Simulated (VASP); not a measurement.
# Ni (I4/mmm) in VASP: single point with PBE

Aim: the single point of Ni with PBE.

All numbers are computed with VASP 6.6.1; they aren't measurements. Logs are shortened: lines on timing, memory, paths and dates and some standing lists are left out, and cuts for length are marked.

### 1 The cell of the first run

It takes space group I4/mmm (No. 139, tetragonal). The conventional cell has a = 3.042 Å, b = 3.042 Å, c = 2.373 Å, α = 90.00°, β = 90.00°, γ = 90.00°. Within 3.1 Å of Ni (site symmetry 4/mmm) lie 14 Ni at 2.37 to 3.04 Å.

### 2 Single point, PBE, collinear spin, ferromagnetic start

File INCAR:

```
SYSTEM = Ni
ALGO = Normal
EDIFF = 1E-7
ENCUT = 520
GGA = PE
ISIF = 2
ISMEAR = 0
ISPIN = 2
LASPH = .True.
LCHARG = .False.
LMAXMIX = 4
LORBIT = 11
LREAL = .False.
LWAVE = .False.
MAGMOM = 0.64
NBANDS = 15
NELM = 150
PREC = Accurate
SIGMA = 0.15
```

File KPOINTS:

```
k-points
0
Gamma
  34 34 34
  0 0 0
```

File POSCAR:

```
Ni
1.0
   -1.5211459456      1.5211459456      1.1864938376
    1.5211459456     -1.5211459456      1.1864938376
    1.5211459456      1.5211459456     -1.1864938376
Ni
1
Direct
    0.0000000000      0.0000000000      0.0000000000
```

Potentials or basis: VASP PAW PBE potentials, release 64 (Ni).

Run with:

```
$ cat potpaw_PBE.64/Ni/POTCAR > POTCAR
$ mpirun -np 1 vasp_std > vasp.out
```

OUTCAR:

```text
SYSTEM = Ni
   EDIFF = 1E-7
   ENCUT = 520
   GGA = PE
   ISIF = 2
   ISMEAR = 0
   ISPIN = 2
   LASPH = .True.
   LORBIT = 11
   LREAL = .False.
   NELM = 150
   PREC = Accurate

 ion  position               nearest neighbor table
   1  0.000  0.000  0.000-

  LATTYP: Found a body centered tetragonal cell.
 ALAT       =     3.0422918912
 C/A-ratio  =     0.7800000000

  Lattice vectors:

 A1 = (  -1.5211459456,   1.5211459456,   1.1864938376)
 A2 = (   1.5211459456,  -1.5211459456,   1.1864938376)
 A3 = (   1.5211459456,   1.5211459456,  -1.1864938376)

Analysis of symmetry for initial positions (statically):
=====================================================================
 Subroutine PRICEL returns:
 Original cell was already a primitive cell.

 Routine SETGRP: Setting up the symmetry group for a
 body centered tetragonal supercell.

 Subroutine GETGRP returns: Found 16 space group operations
 (whereof 16 operations were pure point group operations)
 out of a pool of 16 trial point group operations.

The static configuration has the point symmetry D_4h.

Analysis of symmetry for dynamics (positions and initial velocities):
=====================================================================
 Subroutine PRICEL returns:
 Original cell was already a primitive cell.

 Routine SETGRP: Setting up the symmetry group for a
 body centered tetragonal supercell.

 Subroutine GETGRP returns: Found 16 space group operations
 (whereof 16 operations were pure point group operations)
 out of a pool of 16 trial point group operations.

The dynamic configuration has the point symmetry D_4h.

Analysis of structural, dynamic, and magnetic symmetry:
=====================================================================
 Subroutine PRICEL returns:
 Original cell was already a primitive cell.

 Routine SETGRP: Setting up the symmetry group for a
 body centered tetragonal supercell.

 Subroutine GETGRP returns: Found 16 space group operations
 (whereof 16 operations were pure point group operations)
 out of a pool of 16 trial point group operations.

The overall configuration has the point symmetry D_4h.

 Subroutine INISYM returns: Found 16 space group operations
 (whereof 16 operations are pure point group operations),
 and found     1 'primitive' translations

----------------------------------------------------------------------------------------

                                     Primitive cell

  volume of cell :      10.9816

  direct lattice vectors                    reciprocal lattice vectors
[... 120 lines left out ...]
 maximum number of plane-waves:       307
   NGX =  9   NGY =  9   NGZ =  9

 number of electron      10.0000000 magnetization       0.6400000

 number of electron       9.9999998 magnetization       0.6019947

 Free energy of the ion-electron system (eV)
  ---------------------------------------------------
  ext. energy  EPLUGINS =         0.00000000
  ---------------------------------------------------
  free energy    TOTEN  =        -5.36118654 eV

  energy without entropy =       -5.34775102  energy(sigma->0) =       -5.35446878

 E-fermi :   9.1632     XC(G=0): -13.1818

 val. band max:        9.1630889285   @ k =   0.2059   0.1765   0.0294
 cond. band min:       9.1636801969   @ k =   0.3235   0.2353   0.2059
 fundamental gap:      0.0005912684
 Fermi energy:         9.1632221777

 spin component 1

 k-point     1 :       0.0000    0.0000    0.0000
  band No.  band energies     occupation
      1       0.3135      1.00000
      2       6.0986      1.00000
      3       6.8960      1.00000
      4       7.4571      1.00000
      5       7.4571      1.00000
      6       8.7126      0.99999
      7      31.8927      0.00000
      8      31.8927      0.00000
      9      36.4880      0.00000
     10      37.7963      0.00000
     11      40.9384      0.00000
     12      41.9459      0.00000
     13      41.9459      0.00000
     14      44.1370      0.00000
[... 403 lines left out ...]
      4       7.4205      1.00000
      5       7.6262      1.00000
      6       8.4468      1.00000
      7      29.4593      0.00000
      8      30.4361      0.00000
      9      31.3797      0.00000
     10      34.8425      0.00000
     11      37.3021      0.00000
     12      39.5089      0.00000
     13      41.3258      0.00000
     14      47.5258      0.00000
     15      50.0012      0.00000

 [... further k-points ...]

 Fermi energy:         9.1632221777

 spin component 2

 k-point     1 :       0.0000    0.0000    0.0000
  band No.  band energies     occupation
      1       0.2842      1.00000
      2       6.8699      1.00000
      3       7.5959      1.00000
      4       8.1373      1.00000
      5       8.1373      1.00000
      6       9.1592      0.51512
      7      31.8220      0.00000
      8      31.8220      0.00000
      9      36.6771      0.00000
     10      37.8387      0.00000
     11      40.8272      0.00000
     12      42.0018      0.00000
     13      42.0018      0.00000
     14      43.9994      0.00000
[... 403 lines left out ...]
      4       8.1330      1.00000
      5       8.3438      1.00000
      6       8.8923      0.99468
      7      29.5023      0.00000
      8      30.4874      0.00000
      9      31.4060      0.00000
     10      34.8961      0.00000
     11      37.3546      0.00000
     12      39.4993      0.00000
     13      41.4110      0.00000
     14      47.7728      0.00000
     15      49.9658      0.00000

 [... further k-points ...]
[... 5 lines left out ...]
  --------------------------------------------------------------------------------------
  -------------------------------------------------------------------------------------
  Total       -0.2496009     -0.2496009      1.1301299      0.0000000     -0.0000000     -0.0000000
  in kB      -36.4157759    -36.4157759    164.8814060      0.0000000     -0.0000000     -0.0000000
  external PRESSURE =      30.6832848 kB  Pullay stress =       0.0000000 kB

 VOLUME and BASIS-vectors are now :
 -----------------------------------------------------------------------------
  energy-cutoff  :      520.00
  volume of cell :       10.98
      direct lattice vectors                 reciprocal lattice vectors
    -1.521145946  1.521145946  1.186493838     0.000000000  0.328699558  0.421409690
     1.521145946 -1.521145946  1.186493838     0.328699558  0.000000000  0.421409690
     1.521145946  1.521145946 -1.186493838     0.328699558  0.328699558  0.000000000

 POSITION                                       TOTAL-FORCE (eV/Angst)
 -----------------------------------------------------------------------------------
      0.00000      0.00000      0.00000         0.000000      0.000000     -0.000000
 -----------------------------------------------------------------------------------
    total drift:                                0.000000     -0.000000      0.000000

  FREE ENERGIE OF THE ION-ELECTRON SYSTEM (eV)
  ---------------------------------------------------
  free  energy   TOTEN  =        -5.3611865418 eV

  energy  without entropy=       -5.3477510165  energy(sigma->0) =       -5.35446878

 total charge

# of ion       s       p       d       tot
------------------------------------------
    1        0.504   0.491   8.331   9.326

 magnetization (x)

# of ion       s       p       d       tot
------------------------------------------
    1       -0.007  -0.023   0.641   0.611
```

Run time: 23 min. Hardware: 1 thread of Oxide Virtual Turin-like, shared host; peak memory 0.69 GiB.

What came out:

* Free energy: -5.3612 eV
* Pressure: 3.1 GPa
* Net moment: 0.60 μB per cell
* Site moments: Ni +0.61 μB
* Valence electrons inside the program's atomic spheres: Ni 9.33

Stress tensor (GPa, compression positive):
```
-3.64  0.00  0.00
 0.00 -3.64  0.00
 0.00  0.00 16.49
```

Caveat: the stress differs along the axes, from -4 to 16 GPa.
